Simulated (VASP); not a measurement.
The system is TaGa2.

```
Ta Ga
1.0
     3.42016    0.00000    0.00000
     0.00000    3.42016    0.00000
     0.00000    0.00000    5.27772
Ta Ga
1 2
Direct
  0.50000 0.50000 0.00000
  0.00000 0.50000 0.50000
  0.50000 0.00000 0.50000
```

* Program: VASP 6.6.1
* Task: relaxation of cell and atoms
* Functional: PBE
* Potentials or basis: VASP PAW PBE potentials, release 64 (Ta_pv, Ga_d)
* Cutoff: 600 eV
* k mesh: 6 × 6 × 4
* Occupations: gaussian, width 0.1 eV
* Spin: no spin polarisation

At the start: pressure -6.5 GPa; volume 20.58 Å³/atom.

Q: Where does the relaxation end?

A: Over 14 steps the energy falls by 735.1 meV/atom and the volume is 18.88 Å³/atom (-8.3 %); space group P4/mmm (No. 123, to 0.05 Å).

The path:
| step | energy change (eV) | largest force (eV/Å) | pressure (GPa) | volume (Å³) |
| --- | --- | --- | --- | --- |
| 1 | 0.0000 | 0.0000 | -6.49 | 61.74 |
| 2 | -1.2637 | 0.0000 | 2.59 | 54.07 |
| 3 | -1.5197 | 0.0000 | 10.85 | 51.09 |
| 4 | -0.9726 | 0.0000 | 41.16 | 44.93 |
| 5 | -1.5408 | 0.0000 | 14.77 | 50.04 |
| 6 | -2.0522 | 0.0000 | 8.18 | 52.57 |
| 7 | -2.1589 | 0.0000 | 5.93 | 54.08 |
| 8 | -2.1574 | 0.0000 | 5.63 | 54.32 |
| 9 | -2.1529 | 0.0000 | 5.55 | 54.49 |
| 10 | -2.2015 | 0.0000 | -1.26 | 57.31 |
| 11 | -2.2030 | 0.0000 | -0.22 | 56.86 |
| 12 | -2.2030 | 0.0000 | -0.38 | 56.90 |
| 13 | -2.2039 | 0.0000 | -0.30 | 56.82 |
| 14 | -2.2052 | 0.0000 | -0.09 | 56.63 |

Final structure:
```
CELL_PARAMETERS angstrom
3.91627 0.00000 0.00000
0.00000 3.91627 0.00000
0.00000 0.00000 3.69262
ATOMIC_POSITIONS crystal
Ta 0.50000 0.50000 0.00000
Ga 0.00000 0.50000 0.50000
Ga 0.50000 0.00000 0.50000
```
